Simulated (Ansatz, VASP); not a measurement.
## One calculation of HgTe, two programs

```
Hg Te
1.0
     0.00000    3.22350    3.35244
     3.22350    0.00000    3.35244
     3.22350    3.22350    0.00000
Hg Te
1 1
Direct
  0.00000 0.00000 0.00000
  0.75000 0.75000 0.75000
```

Change from the starting cell: strain +0.000 along x and y, +0.040 along z, atoms carried along.

Alike in both runs: task single point; functional PBEsol; k mesh 14 × 14 × 14; occupations gaussian, width 0.15 eV; no spin polarisation.

|  | VASP | Ansatz |
| --- | --- | --- |
| version | VASP 6.6.1 | Ansatz 0.2.0 |
| potentials or method | VASP PAW PBE potentials, release 64 (Hg, Te), cutoff 520 eV | scalar-relativistic, plane waves, PAW |
| valence electrons in the cell | 18 | 36 |

```csv
,VASP,Ansatz,Ansatz less VASP
gap on the k mesh at the Fermi level (eV),none,none,-
pressure (GPa),-0.3,-0.4,-0.10
"traceless stress, the component that is largest in VASP (GPa)",-0.46,-0.46,0.000
```

VASP's potentials were made for PBE, not for PBEsol. A gap of «none» marks a metal or a gap that the smearing closes. VASP's potentials hold 18 valence electrons a cell and Ansatz's 36, so a difference there can come from the potentials and not from the codes.

Spin-orbit coupling is off throughout.
